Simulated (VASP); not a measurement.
# BiTe in VASP: notebook, part 2 of 2

VASP 6.6.1. Earlier steps stand in the parts before.

### 5 Single point, PBE (34.10 Å³/atom)

This run uses another cell than the first one, of 34.10 Å³/atom.

The input, INCAR:

```
SYSTEM = BiTe
ALGO = Normal
EDIFF = 1E-6
ENCUT = 520
GGA = PE
ISIF = 2
ISMEAR = 0
LASPH = .TRUE.
LCHARG = .TRUE.
LELF = .TRUE.
LREAL = .FALSE.
LVHAR = .TRUE.
LWAVE = .FALSE.
NBANDS = 29
NELM = 80
PREC = Accurate
SIGMA = 0.05
```

The input, KPOINTS:

```
k-points
0
G
  6 6 8
  0 0 0
```

The input, POSCAR:

```
BiTe
1.0
    5.6616500761      0.0000000000      0.0000000000
    0.0000000000      5.6616500761      0.0000000000
    0.0000000000      0.0000000000      4.2552966186
Bi Te
2 2
Direct
    0.5000000000      0.0000000000      0.3300561227
    0.0000000000      0.5000000000      0.6699438773
    0.0000000000      0.0000000000      0.0000000000
    0.5000000000      0.5000000000      0.0000000000
```

Potentials or basis: VASP PAW PBE potentials, release 64 (Bi_d, Te).

Command:

```console
> cat potpaw_PBE.64/Bi_d/POTCAR potpaw_PBE.64/Te/POTCAR > POTCAR
> mpirun -np 1 vasp_std > vasp.out
```

OUTCAR:

```text
SYSTEM = BiTe
   EDIFF = 1E-6
   ENCUT = 520
   GGA = PE
   ISIF = 2
   ISMEAR = 0
   LASPH = .TRUE.
   LREAL = .FALSE.
   NELM = 80
   PREC = Accurate

 ion  position               nearest neighbor table
   1  0.500  0.000  0.330-   3 3.16   4 3.16   4 3.16   3 3.16
   2  0.000  0.500  0.670-   3 3.16   4 3.16   3 3.16   4 3.16
   3  0.000  0.000  0.000-   1 3.16   2 3.16   2 3.16   1 3.16
   4  0.500  0.500  0.000-   1 3.16   2 3.16   1 3.16   2 3.16

  LATTYP: Found a simple tetragonal cell.
[... 961 lines left out ...]
     28      12.8944      0.00000
     29      13.5456      0.00000

 [... further k-points ...]
[... 5 lines left out ...]
  --------------------------------------------------------------------------------------
  -------------------------------------------------------------------------------------
  Total       -0.6120584     -0.6120584     -0.5984748      0.0000000      0.0000000      0.0000000
  in kB       -7.1893152     -7.1893152     -7.0297606      0.0000000      0.0000000      0.0000000
  external PRESSURE =      -7.1361303 kB  Pullay stress =       0.0000000 kB

 VOLUME and BASIS-vectors are now :
 -----------------------------------------------------------------------------
  energy-cutoff  :      520.00
  volume of cell :      136.40
      direct lattice vectors                 reciprocal lattice vectors
     5.661650076  0.000000000  0.000000000     0.176626953  0.000000000  0.000000000
     0.000000000  5.661650076  0.000000000     0.000000000  0.176626953  0.000000000
     0.000000000  0.000000000  4.255296619     0.000000000  0.000000000  0.235001244

 POSITION                                       TOTAL-FORCE (eV/Angst)
 -----------------------------------------------------------------------------------
      2.83083      0.00000      1.40449        -0.000000     -0.000000     -0.006091
      0.00000      2.83083      2.85081         0.000000     -0.000000      0.006091
      0.00000      0.00000      0.00000         0.000000      0.000000      0.000000
      2.83083      2.83083      0.00000         0.000000     -0.000000      0.000000
 -----------------------------------------------------------------------------------
    total drift:                                0.000000      0.000000      0.000000

  FREE ENERGIE OF THE ION-ELECTRON SYSTEM (eV)
  ---------------------------------------------------
  free  energy   TOTEN  =       -13.9379228540 eV

  energy  without entropy=      -13.9345509331  energy(sigma->0) =      -13.93623689
```

OSZICAR:

```text
N       E                     dE             d eps       ncg     rms          rms(c)
DAV:   1     0.391308426758E+03    0.39131E+03   -0.19912E+04  2900   0.147E+03
DAV:   2     0.248706057840E+02   -0.36644E+03   -0.35766E+03  3018   0.385E+02
DAV:   3    -0.125222998903E+02   -0.37393E+02   -0.36572E+02  3597   0.136E+02
DAV:   4    -0.140260026346E+02   -0.15037E+01   -0.14991E+01  3361   0.287E+01
DAV:   5    -0.140982045544E+02   -0.72202E-01   -0.72196E-01  4180   0.619E+00    0.682E+00
DAV:   6    -0.139334373009E+02    0.16477E+00   -0.47771E-01  3462   0.352E+00    0.456E+00
DAV:   7    -0.139394130370E+02   -0.59757E-02   -0.12605E-01  3511   0.142E+00    0.106E+00
DAV:   8    -0.139376873647E+02    0.17257E-02   -0.16353E-02  3309   0.752E-01    0.407E-01
DAV:   9    -0.139379232085E+02   -0.23584E-03   -0.26519E-03  3250   0.266E-01    0.116E-01
DAV:  10    -0.139379227459E+02    0.46260E-06   -0.15462E-04  3882   0.669E-02    0.578E-02
DAV:  11    -0.139379279098E+02   -0.51639E-05   -0.68867E-05  3422   0.466E-02    0.228E-02
DAV:  12    -0.139379227258E+02    0.51840E-05   -0.14782E-05  2865   0.217E-02    0.689E-03
DAV:  13    -0.139379228540E+02   -0.12816E-06   -0.17938E-06  2368   0.709E-03
   1 F= -.13937923E+02 E0= -.13936237E+02  d E =-.337192E-02
```

Wall time 2 min (1 thread of Intel Xeon 6975P-C (Granite Rapids), shared host); peak memory 0.33 GiB.

What came out:

```yaml
Free_energy: -13.9379 eV
Pressure: -0.7 GPa
Largest_force: 0.006 eV/Å
Band_gap_on_the_k_mesh: zero (bands 21 and 22 overlap by 2.59 eV)
```

Forces in eV/Å, atoms in the order of the input:
```
Bi   0.000  0.000 -0.006
Bi   0.000  0.000  0.006
Te   0.000  0.000  0.000
Te   0.000  0.000  0.000
```

Levels at points of the mesh, in eV from the Fermi level:
```
           k point  band 18  band 19  band 20  band 21  band 22  band 23  band 24  band 25
(0.00, 0.00, 0.00)    -2.82    -2.08    -0.89    -0.33     1.21     2.66     2.66     2.69
(0.50, 0.00, 0.00)    -2.39    -1.85    -1.85     0.06     0.06     1.69     1.69     2.78
(0.50, 0.50, 0.00)    -2.19    -1.05    -1.05    -0.88    -0.88     0.61     0.61     1.22
(0.00, 0.00, 0.50)    -2.88    -2.78    -2.78    -1.13    -1.02    -0.42    -0.42     1.81
(0.50, 0.00, 0.50)    -3.57    -3.02    -3.02     0.01     0.01     0.66     0.66     1.93
(0.50, 0.50, 0.50)    -4.80    -0.79    -0.79     1.04     1.04     1.87     1.87     2.08
```

Caveat: spin-orbit coupling is left out, which moves the levels of the heavy elements.

### 6 Single point, PBE (35.08 Å³/atom)

This run uses another cell than the first one, of 35.08 Å³/atom.

The input, INCAR:

```
SYSTEM = BiTe
PREC     = Accurate       ! precision mode
ENCUT    = 520            ! plane-wave cutoff, eV
EDIFF    = 1E-6           ! SCF threshold, eV
ISMEAR   = 0              ! smearing method
SIGMA    = 0.05           ! smearing width, eV
LREAL    = .FALSE.        ! projectors in reciprocal space
LASPH    = .TRUE.         ! aspherical terms in the spheres
NELM     = 80             ! most SCF steps
ALGO     = Normal         ! electronic algorithm
ISIF     = 2              ! what is computed and relaxed
LWAVE    = .FALSE.        ! write WAVECAR
LCHARG   = .FALSE.        ! write CHGCAR
GGA      = PE             ! functional
NBANDS   = 29             ! bands
```

The input, KPOINTS:

```
Automatic mesh
0
G
  6 6 8
  0 0 0
```

The input, POSCAR:

```
BiTe
1.0
    5.7094883544      0.0000000000      0.0000000000
    0.0000000000      5.7094883544      0.0000000000
    0.0000000000      0.0000000000      4.3049879628
Bi Te
2 2
Direct
    0.5000000000      0.0000000000      0.3081106436
    0.0000000000      0.5000000000      0.6918893564
    0.0000000000      0.0000000000      0.0000000000
    0.5000000000      0.5000000000      0.0000000000
```

Potentials or basis: VASP PAW PBE potentials, release 64 (Bi_d, Te).

Command:

```console
> cat potpaw_PBE.64/Bi_d/POTCAR potpaw_PBE.64/Te/POTCAR > POTCAR
> mpirun -np 1 vasp_std > vasp.out
```

Run time: 2 min. Hardware: 1 thread of Intel Xeon 6975P-C (Granite Rapids), shared host; peak memory 0.33 GiB.

Results (log left out):

* Free energy: -13.9241 eV
* Pressure: -0.7 GPa
* Band gap on the k mesh: zero (bands 21 and 22 overlap by 2.38 eV)

Levels at points of the mesh, in eV from the Fermi level:
```tsv
k point	band 19	band 20	band 21	band 22	band 23	band 24
(0.00, 0.00, 0.00)	-1.89	-0.92	-0.43	0.94	2.58	2.58
(0.50, 0.00, 0.00)	-1.79	-1.79	0.05	0.05	1.73	1.73
(0.50, 0.50, 0.00)	-1.12	-1.12	-0.75	-0.75	0.72	0.72
(0.00, 0.00, 0.50)	-2.81	-2.78	-1.13	-0.87	-0.25	-0.25
(0.50, 0.00, 0.50)	-2.83	-2.83	0.30	0.30	0.49	0.49
(0.50, 0.50, 0.50)	-0.88	-0.88	0.92	0.92	1.70	1.70
```

Caveat: spin-orbit coupling is left out, which moves the levels of the heavy elements.

### 7 Overview

| cell | gap on the mesh (eV) | pressure (GPa) | largest force (eV/Å) |
| --- | --- | --- | --- |
| a = 5.585, b = 5.585, c = 4.120 Å, 4 atoms, atomic positions A | none | 0.5 | - |
| a = 5.617, b = 5.617, c = 4.157 Å, 4 atoms, atomic positions B | none | 0.1 | 0.04 |
| a = 5.642, b = 5.642, c = 4.202 Å, 4 atoms, atomic positions C | none | -0.5 | - |
| a = 5.662, b = 5.662, c = 4.255 Å, 4 atoms, atomic positions D | none | -0.7 | 0.01 |
| a = 5.709, b = 5.709, c = 4.305 Å, 4 atoms, atomic positions E | none | -0.7 | - |

Alike in all rows: task single point; level PBE; potentials or basis VASP PAW PBE potentials, release 64 (Bi_d, Te); no spin polarisation; k mesh 6 × 6 × 8; cutoff (eV) 520; smearing gaussian 0.05 eV.

Caveats: spin-orbit coupling is left out, which moves the levels of the heavy elements.

Absolute energies hang on the potentials; compare differences alone.
